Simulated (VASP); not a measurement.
# SrO (P6_3mc) in VASP: further runs

SrO is run at these levels: LDA; tasks: single point.

Program: VASP 6.6.1. These are calculated values, not measurements. Logs are shortened: lines on timing, memory, paths and dates and some standing lists are left out, and cuts for length are marked.

## 1. The cell of the first run

Symmetry: P6_3mc, No. 186, hexagonal system. The conventional cell has a = 4.275 Å, b = 4.275 Å, c = 5.156 Å, α = 90.00°, β = 90.00°, γ = 120.00°. Within 3.3 Å of Sr (site symmetry 3m) lie 5 O at 2.47 to 2.58 Å. Within 3.3 Å of O (site symmetry 3m) lie 5 Sr at 2.47 to 2.58 Å.

## 2. Single point, LDA

INCAR

```
ALGO = Normal ; EDIFF = 1E-6
ENCUT = 520 ; GGA = CA
ISIF = 2 ; ISMEAR = 0
LASPH = True ; LCHARG = True
LELF = True ; LREAL = False
LVHAR = True ; LWAVE = False
NBANDS = 24 ; NELM = 100
PREC = Accurate ; SIGMA = 0.01
```

KPOINTS

```
k-points
0
Gamma
  5 5 4
```

POSCAR

```
SrO
1.0
    4.2754662700      0.0000000000      0.0000000000
   -2.1377331300      3.7026624000      0.0000000000
    0.0000000000      0.0000000000      5.1555949900
Sr O
2 2
Direct
    0.3333333333      0.6666666667      0.9381277000
    0.6666666667      0.3333333333      0.4381277000
    0.3333333333      0.6666666667      0.4368723000
    0.6666666667      0.3333333333      0.9368723000
```

Potentials or basis: VASP PAW LDA potentials, release 64 (Sr_sv, O).

Run with:

```console
cat potpaw_LDA.64/Sr_sv/POTCAR potpaw_LDA.64/O/POTCAR > POTCAR
mpirun -np 1 vasp_std > vasp.out
```

OUTCAR:

```text
EDIFF = 1E-6
   ENCUT = 520
   GGA = CA
   ISIF = 2
   ISMEAR = 0
   LASPH = True
   LREAL = False
   NELM = 100
   PREC = Accurate

 ion  position               nearest neighbor table
   1  0.333  0.667  0.938-   4 2.47   4 2.47   4 2.47   3 2.57   3 2.58   2 3.57   2 3.57   2 3.57
                             2 3.57   2 3.57   2 3.57
   2  0.667  0.333  0.438-   3 2.47   3 2.47   3 2.47   4 2.57   4 2.58   1 3.57   1 3.57   1 3.57
                             1 3.57   1 3.57   1 3.57
   3  0.333  0.667  0.437-   2 2.47   2 2.47   2 2.47   1 2.57   1 2.58
   4  0.667  0.333  0.937-   1 2.47   1 2.47   1 2.47   2 2.57   2 2.58

  LATTYP: Found a hexagonal cell.
 ALAT       =     4.2754662700
 C/A-ratio  =     1.2058556107

  Lattice vectors:

 A1 = (   4.2754662700,   0.0000000000,   0.0000000000)
 A2 = (  -2.1377331300,   3.7026624000,   0.0000000000)
 A3 = (   0.0000000000,   0.0000000000,   5.1555949900)

Analysis of symmetry for initial positions (statically):
=====================================================================
 Subroutine PRICEL returns:
 Original cell was already a primitive cell.

 Routine SETGRP: Setting up the symmetry group for a
 hexagonal supercell.

 Subroutine GETGRP returns: Found 12 space group operations
 (whereof  6 operations were pure point group operations)
 out of a pool of 24 trial point group operations.

The static configuration has the point symmetry C_3v.
 The point group associated with its full space group is C_6v.

Analysis of symmetry for dynamics (positions and initial velocities):
=====================================================================
 Subroutine PRICEL returns:
 Original cell was already a primitive cell.

 Routine SETGRP: Setting up the symmetry group for a
 hexagonal supercell.

 Subroutine GETGRP returns: Found 12 space group operations
 (whereof  6 operations were pure point group operations)
 out of a pool of 24 trial point group operations.

The dynamic configuration has the point symmetry C_3v.
 The point group associated with its full space group is C_6v.

 Subroutine INISYM returns: Found 12 space group operations
 (whereof  6 operations are pure point group operations),
 and found     1 'primitive' translations

----------------------------------------------------------------------------------------

                                     Primitive cell

  volume of cell :      81.6162

  direct lattice vectors                    reciprocal lattice vectors
     4.275466270  0.000000000  0.000000000     0.233892618  0.135037966  0.000000000
    -2.137733130  3.702662400  0.000000000     0.000000000  0.270075932  0.000000000
     0.000000000  0.000000000  5.155594990     0.000000000  0.000000000  0.193964034

  length of vectors
     4.275466270  4.275466265  5.155594990     0.270075932  0.270075932  0.193964034

  position of ions in fractional coordinates (direct lattice)
     0.333333333  0.666666667  0.938127700
     0.666666667  0.333333333  0.438127700
     0.333333333  0.666666667  0.436872300
     0.666666667  0.333333333  0.936872300

  ion indices of the primitive-cell ions
   primitive index   ion index
                 1           1
                 2           2
                 3           3
                 4           4

----------------------------------------------------------------------------------------

 KPOINTS: k-points

Automatic generation of k-mesh.
 Grid dimensions read from file:
 generate k-points for:    5    5    4

 Generating k-lattice:

  Cartesian coordinates                     Fractional coordinates (reciprocal lattice)
     0.046778524  0.027007593  0.000000000     0.200000000 -0.000000000  0.000000000
     0.000000000  0.054015186  0.000000000     0.000000000  0.200000000  0.000000000
     0.000000000  0.000000000  0.048491008     0.000000000  0.000000000  0.250000000

  Length of vectors
     0.054015186  0.054015186  0.048491008

  Shift w.r.t. Gamma in fractional coordinates (k-lattice)
     0.000000000  0.000000000  0.000000000

 Subroutine IBZKPT returns following result:
 ===========================================

 Found     15 irreducible k-points:

 Following reciprocal coordinates:
            Coordinates               Weight
  0.000000  0.000000  0.000000      1.000000
  0.200000 -0.000000  0.000000      6.000000
  0.400000 -0.000000  0.000000      6.000000
  0.200000  0.200000  0.000000      6.000000
  0.400000  0.200000  0.000000      6.000000
  0.000000  0.000000  0.250000      2.000000
  0.200000 -0.000000  0.250000     12.000000
  0.400000 -0.000000  0.250000     12.000000
  0.200000  0.200000  0.250000     12.000000
  0.400000  0.200000  0.250000     12.000000
  0.000000  0.000000  0.500000      1.000000
  0.200000 -0.000000  0.500000      6.000000
  0.400000 -0.000000  0.500000      6.000000
  0.200000  0.200000  0.500000      6.000000
  0.400000  0.200000  0.500000      6.000000
   k-points           NKPTS =     15   k-points in BZ     NKDIM =     15   number of bands    NBANDS=     24
   number of dos      NEDOS =    301   number of ions     NIONS =      4
   total plane-waves  NPLWV =  40960
   dimension x,y,z NGX =    32 NGY =   32 NGZ =   40
   dimension x,y,z NGXF=    64 NGYF=   64 NGZF=   80
   ions per type =               2   2
   NGX,Y,Z   is equivalent  to a cutoff of  12.44, 12.44, 12.90 a.u.
   NGXF,Y,Z  is equivalent  to a cutoff of  24.89, 24.89, 25.80 a.u.
 SYSTEM =  unknown system
   PREC   = accura    normal or accurate (medium, high low for compatibility)
   ISTART =      0    job   : 0-new  1-cont  2-samecut
   ICHARG =      2    charge: 1-file 2-atom 10-const
   ISPIN  =      1    spin polarized calculation?
   LNONCOLLINEAR =      F non collinear calculations
   LSORBIT =      F    spin-orbit coupling
   LASPH  =      T    aspherical Exc in radial PAW
   ENCUT  =  520.0 eV  38.22 Ry    6.18 a.u.   7.95  7.95  9.59*2*pi/ulx,y,z
   NELM   =    100;   NELMIN=  2; NELMDL= -5     # of ELM steps
   EDIFF  = 0.1E-05   stopping-criterion for ELM
   LREAL  =      F    real-space projection
[... 7 lines left out ...]
   TEBEG  =    0.0;   TEEND  =   0.0 temperature during run
   PSTRESS=    0.0 pullay stress
   NELECT =      32.0000    total number of electrons
   NUPDOWN=      -1.0000    fix difference up-down
   EMIN   =  10.00;   EMAX   =-10.00  energy-range for DOS
   EFERMI =   0.00;   METHOD = LEGACY
   ISMEAR =     0;   SIGMA  =   0.01  broadening in eV -4-tet -1-fermi 0-gaus
   EFERMI_NEDOS =   21; number of points for ismear=-14 and -15
   IALGO  =     38    algorithm
   IMIX   =      4    mixing-type and parameters
     AMIX     =   0.40;   BMIX     =  1.00
     AMIX_MAG =   1.60;   BMIX_MAG =  1.00
  volume/ion in A,a.u.               =      20.40       137.69
  Fermi-wavevector in a.u.,A,eV,Ry     =   1.198209  2.264287 19.533960  1.435706
  Thomas-Fermi vector in A             =   2.334104
   LORBIT       =      0    0 simple, 1 ext, 2 COOP (PROOUT), +10 PAW based schemes
   GGA     = CA    functional components
   LHFCALC =     F    Hartree Fock is set to
   AEXX    =    0.0000 exact exchange contribution
   IVDW    =     0    specifies the selected vdW correction
   LEPSILON=     F    determine dielectric tensor
   LRPA    =     F    only Hartree local field effects (RPA)
 non-spin polarized calculation
 Gauss-broadening in eV      SIGMA  =   0.01
  energy-cutoff  :      520.00
  volume of cell :       81.62
 maximum number of plane-waves:      2218
 NGX is ok and might be reduce to    32
   NGX = 15   NGY = 15   NGZ = 19

 number of electron      32.0000008 magnetization

 Free energy of the ion-electron system (eV)
  ---------------------------------------------------
  ext. energy  EPLUGINS =         0.00000000
  ---------------------------------------------------
  free energy    TOTEN  =       -26.34648264 eV

  energy without entropy =      -26.34648264  energy(sigma->0) =      -26.34648264

 E-fermi :   0.5232     XC(G=0):  -9.4575

 val. band max:        0.4200092875   @ k =   0.0000   0.0000   0.0000
 cond. band min:       2.8663147024   @ k =   0.0000   0.0000   0.0000
 fundamental gap:      2.4463054149
 Fermi energy:         0.5232310522

 k-point     1 :       0.0000    0.0000    0.0000
  band No.  band energies     occupation
      1     -31.7035      2.00000
      2     -31.5307      2.00000
      3     -14.3713      2.00000
      4     -14.2758      2.00000
      5     -14.2655      2.00000
      6     -13.9500      2.00000
[... 16 lines left out ...]
     23       8.8764      0.00000
     24       9.1507      0.00000

 k-point     2 :       0.2000   -0.0000    0.0000
  band No.  band energies     occupation
      1     -31.6827      2.00000
      2     -31.5388      2.00000
      3     -14.9288      2.00000
      4     -14.8339      2.00000
      5     -14.2859      2.00000
      6     -14.0024      2.00000
[... 16 lines left out ...]
     23       8.7545      0.00000
     24       8.8980      0.00000

 k-point     3 :       0.4000   -0.0000    0.0000
  band No.  band energies     occupation
      1     -31.6388      2.00000
      2     -31.5623      2.00000
      3     -15.4008      2.00000
      4     -15.3010      2.00000
      5     -14.0999      2.00000
      6     -14.0781      2.00000
[... 16 lines left out ...]
     23       8.8929      0.00000
     24       9.0777      0.00000
[... 271 lines left out ...]
 k-point    14 :       0.2000    0.2000    0.5000
  band No.  band energies     occupation
      1     -31.6010      2.00000
      2     -31.6010      2.00000
      3     -15.6965      2.00000
      4     -15.6965      2.00000
      5     -13.8907      2.00000
      6     -13.8907      2.00000
[... 16 lines left out ...]
     23       8.7214      0.00000
     24       8.7214      0.00000

 k-point    15 :       0.4000    0.2000    0.5000
  band No.  band energies     occupation
      1     -31.5956      2.00000
      2     -31.5956      2.00000
      3     -15.8428      2.00000
      4     -15.8428      2.00000
      5     -13.9423      2.00000
      6     -13.9423      2.00000
[... 16 lines left out ...]
     23       9.5615      0.00000
     24       9.5615      0.00000

------------------------ aborting loop because EDIFF is reached ----------------------------------------

  FORCE on cell =-STRESS in cart. coord.  units (eV):
  Direction    XX          YY          ZZ          XY          YZ          ZX
  --------------------------------------------------------------------------------------
  -------------------------------------------------------------------------------------
  Total       -1.9392796     -1.9392796     -2.2017178     -0.0000000      0.0000000      0.0000000
  in kB      -38.0692756    -38.0692756    -43.2211019     -0.0000001      0.0000000      0.0000000
  external PRESSURE =     -39.7865510 kB  Pullay stress =       0.0000000 kB

 VOLUME and BASIS-vectors are now :
 -----------------------------------------------------------------------------
  energy-cutoff  :      520.00
  volume of cell :       81.62
      direct lattice vectors                 reciprocal lattice vectors
     4.275466270  0.000000000  0.000000000     0.233892618  0.135037966  0.000000000
    -2.137733130  3.702662400  0.000000000     0.000000000  0.270075932  0.000000000
     0.000000000  0.000000000  5.155594990     0.000000000  0.000000000  0.193964034

 POSITION                                       TOTAL-FORCE (eV/Angst)
 -----------------------------------------------------------------------------------
      0.00000      2.46844      4.83661         0.000000     -0.000000     -0.011532
      2.13773      1.23422      2.25881        -0.000000      0.000000     -0.011532
      0.00000      2.46844      2.25234         0.000000     -0.000000      0.011532
      2.13773      1.23422      4.83013        -0.000000      0.000000      0.011532
 -----------------------------------------------------------------------------------
    total drift:                               -0.000000      0.000000      0.000380

  FREE ENERGIE OF THE ION-ELECTRON SYSTEM (eV)
  ---------------------------------------------------
  free  energy   TOTEN  =       -26.3464826390 eV

  energy  without entropy=      -26.3464826390  energy(sigma->0) =      -26.34648264
```

It took 14 s on 1 thread of AMD EPYC 9R45 (Zen 5), shared host; peak memory 0.15 GiB.

Results:

| Property | Result |
| --- | --- |
| Free energy | -26.3465 eV |
| Pressure | -4.0 GPa |
| Largest force | 0.012 eV/Å |
| Band gap on the k mesh | 2.45 eV, direct |

Forces on the atoms (eV/Å):
```
Sr   0.000  0.000 -0.012
Sr   0.000  0.000 -0.012
O    0.000  0.000  0.012
O    0.000  0.000  0.012
```

## 3. Single point, LDA, non-collinear spin, zero start, spin-orbit coupling

INCAR

```
  PREC = Accurate
  ENCUT = 520
  EDIFF = 1E-6
  ISMEAR = 0
  SIGMA = 0.01
  LREAL = False
  LASPH = True
  NELM = 150
  ALGO = Normal
  ISIF = 2
  LWAVE = False
  LCHARG = True
  MAGMOM = 0 0 0 0 0 0 0 0 0 0 0 0
  LORBIT = 11
  LSORBIT = True
  GGA_COMPAT = False
  LORBMOM = True
  GGA = CA
  LVHAR = True
  NBANDS = 46
```

KPOINTS

```
Automatic mesh
0
Gamma
  5 5 4
```

POSCAR is that of step 2.

Potentials or basis: VASP PAW LDA potentials, release 64 (Sr_sv, O).

Run with:

```console
cat potpaw_LDA.64/Sr_sv/POTCAR potpaw_LDA.64/O/POTCAR > POTCAR
mpirun -np 1 vasp_ncl > vasp.out
```

OUTCAR:

```text
PREC = Accurate
   ENCUT = 520
   EDIFF = 1E-6
   ISMEAR = 0
   LREAL = False
   LASPH = True
   NELM = 150
   ISIF = 2
   LORBIT = 11
   LSORBIT = True
   GGA = CA

 ion  position               nearest neighbor table
   1  0.333  0.667  0.938-   4 2.47   4 2.47   4 2.47   3 2.57   3 2.58   2 3.57   2 3.57   2 3.57
                             2 3.57   2 3.57   2 3.57
   2  0.667  0.333  0.438-   3 2.47   3 2.47   3 2.47   4 2.57   4 2.58   1 3.57   1 3.57   1 3.57
                             1 3.57   1 3.57   1 3.57
   3  0.333  0.667  0.437-   2 2.47   2 2.47   2 2.47   1 2.57   1 2.58
   4  0.667  0.333  0.937-   1 2.47   1 2.47   1 2.47   2 2.57   2 2.58

  LATTYP: Found a hexagonal cell.
 ALAT       =     4.2754662700
 C/A-ratio  =     1.2058556107

  Lattice vectors:

 A1 = (   4.2754662700,   0.0000000000,   0.0000000000)
 A2 = (  -2.1377331300,   3.7026624000,   0.0000000000)
 A3 = (   0.0000000000,   0.0000000000,   5.1555949900)

Analysis of symmetry for initial positions (statically):
=====================================================================
 Subroutine PRICEL returns:
 Original cell was already a primitive cell.

 Routine SETGRP: Setting up the symmetry group for a
 hexagonal supercell.

 Subroutine GETGRP returns: Found 12 space group operations
 (whereof  6 operations were pure point group operations)
 out of a pool of 24 trial point group operations.

The static configuration has the point symmetry C_3v.
 The point group associated with its full space group is C_6v.

Analysis of symmetry for dynamics (positions and initial velocities):
=====================================================================
 Subroutine PRICEL returns:
 Original cell was already a primitive cell.

 Routine SETGRP: Setting up the symmetry group for a
 hexagonal supercell.

[... 1162 lines left out ...]
 ----------------------------------------
           -0.000   0.000   0.000

 orbital moment (y)

 # of ion     p       d       tot
 ----------------------------------------
  1         0.000   0.000   0.000
  2        -0.000  -0.000  -0.000
  3         0.000   0.000   0.000
  4        -0.000   0.000  -0.000
 ----------------------------------------
            0.000   0.000   0.000

 orbital moment (z)

 # of ion     p       d       tot
 ----------------------------------------
  1         0.000   0.000   0.000
  2         0.000  -0.000  -0.000
  3        -0.000   0.000  -0.000
  4        -0.000   0.000  -0.000
 ----------------------------------------
           -0.000  -0.000  -0.000

 Spin-Orbit-Coupling matrix elements

 Ion:    1  E_soc:     -0.1960370
 l=   1
     0.0000000    -0.0326347    -0.0326540
    -0.0326347     0.0000000    -0.0326347
    -0.0326540    -0.0326347     0.0000000
 l=   2
     0.0000000    -0.0000048     0.0000000    -0.0000048    -0.0000343
    -0.0000048     0.0000000    -0.0000199    -0.0000016    -0.0000048
     0.0000000    -0.0000199     0.0000000    -0.0000199     0.0000000
    -0.0000048    -0.0000016    -0.0000199     0.0000000    -0.0000048
    -0.0000343    -0.0000048     0.0000000    -0.0000048     0.0000000
 l=   3
     0.0000000     0.0000000     0.0000000     0.0000000     0.0000000     0.0000000     0.0000000
     0.0000000     0.0000000     0.0000000     0.0000000     0.0000000     0.0000000     0.0000000
     0.0000000     0.0000000     0.0000000     0.0000000     0.0000000     0.0000000     0.0000000
     0.0000000     0.0000000     0.0000000     0.0000000     0.0000000     0.0000000     0.0000000
[... 49 lines left out ...]
 l=   2
     0.0000000     0.0000000     0.0000000     0.0000000     0.0000000
     0.0000000     0.0000000     0.0000000     0.0000000     0.0000000
     0.0000000     0.0000000     0.0000000     0.0000000     0.0000000
     0.0000000     0.0000000     0.0000000     0.0000000     0.0000000
     0.0000000     0.0000000     0.0000000     0.0000000     0.0000000
 l=   3
     0.0000000     0.0000000     0.0000000     0.0000000     0.0000000     0.0000000     0.0000000
     0.0000000     0.0000000     0.0000000     0.0000000     0.0000000     0.0000000     0.0000000
     0.0000000     0.0000000     0.0000000     0.0000000     0.0000000     0.0000000     0.0000000
     0.0000000     0.0000000     0.0000000     0.0000000     0.0000000     0.0000000     0.0000000
     0.0000000     0.0000000     0.0000000     0.0000000     0.0000000     0.0000000     0.0000000
     0.0000000     0.0000000     0.0000000     0.0000000     0.0000000     0.0000000     0.0000000
     0.0000000     0.0000000     0.0000000     0.0000000     0.0000000     0.0000000     0.0000000

 total charge

# of ion       s       p       d       tot
------------------------------------------
    1        2.017   5.823   0.272   8.112
    2        2.017   5.823   0.272   8.112
    3        1.544   3.394   0.000   4.938
    4        1.544   3.394   0.000   4.938
--------------------------------------------------
tot          7.121  18.434   0.545  26.099

 magnetization (x)

# of ion       s       p       d       tot
------------------------------------------
    1        0.000   0.000  -0.000   0.000
    2        0.000   0.000   0.000   0.000
    3        0.000  -0.000   0.000  -0.000
    4       -0.000   0.000   0.000   0.000
--------------------------------------------------
tot          0.000   0.000   0.000   0.000

 magnetization (y)

# of ion       s       p       d       tot
------------------------------------------
    1        0.000  -0.000   0.000  -0.000
    2        0.000   0.000   0.000   0.000
    3        0.000   0.000   0.000   0.000
    4        0.000   0.000   0.000   0.000
--------------------------------------------------
tot          0.000  -0.000   0.000  -0.000

 magnetization (z)

# of ion       s       p       d       tot
------------------------------------------
    1        0.000  -0.000   0.000  -0.000
    2        0.000   0.000  -0.000   0.000
    3       -0.000   0.000   0.000   0.000
    4       -0.000  -0.000   0.000  -0.000
--------------------------------------------------
tot         -0.000   0.000   0.000  -0.000
```

It took 4.4 min on 1 thread of Intel Xeon Platinum 8488C (Sapphire Rapids), shared host; peak memory 0.33 GiB.

Results:

* Free energy: -26.5413 eV
* Pressure: -3.9 GPa
* Largest force: 0.012 eV/Å
* Net moment: 0.00 μB per cell
* Valence electrons inside the program's atomic spheres: Sr 8.11; O 4.94

Forces in eV/Å, atoms in the order of the input:
```
Sr   0.000  0.000 -0.012
Sr   0.000  0.000 -0.012
O    0.000  0.000  0.012
O    0.000  0.000  0.012
```

Stress tensor (GPa, compression positive):
```
-3.77  0.00  0.00
 0.00 -3.77  0.00
 0.00  0.00 -4.29
```

Moments on the atoms (μB; x, y, z):
```
Sr  0.00 0.00 0.00
Sr  0.00 0.00 0.00
O   0.00 0.00 0.00
O   0.00 0.00 0.00
```
